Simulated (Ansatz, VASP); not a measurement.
## One calculation of SiGe, two programs

```xyz
4
Lattice="3.9045 0.0000 0.0000 -1.9522 3.3814 0.0000 0.0000 0.0000 6.4508" Properties=species:S:1:pos:R:3 pbc="T T T"
Si    1.9522    1.1271    5.6719
Si    0.0000    2.2542    2.4465
Ge    1.9522    1.1271    3.2163
Ge    0.0000    2.2542   -0.0091
```

Change from the starting cell: mode 10 (401.9 1/cm) frozen in, largest displacement +0.030 Å.

Alike in both runs: task single point; functional PBEsol; k mesh 12 × 12 × 6; occupations gaussian, width 0.03 eV; no spin polarisation.

|  | VASP | Ansatz |
| --- | --- | --- |
| version | VASP 6.6.1 | Ansatz 0.2.0 |
| potentials or method | VASP PAW PBE potentials, release 64 (Si, Ge_d), cutoff 520 eV | scalar-relativistic, plane waves, PAW |
| valence electrons in the cell | 36 | 36 |

```csv
,VASP,Ansatz,Ansatz less VASP
gap on the k mesh at the Fermi level (eV),0.38,0.38,-0.001
least direct gap on the mesh (eV),0.39,0.39,-0.006
pressure (GPa),-0.2,-0.1,+0.02
"traceless stress, the component that is largest in VASP (GPa)",-1.50,-1.50,-0.002
rms of the force components (eV/Å),0.277,0.278,+0.0011
```

VASP's potentials were made for PBE, not for PBEsol. Atom by atom the forces differ by 0.001 eV/Å (rms over components). With one functional, cell and mesh, what is left measures potentials, basis and numerics.
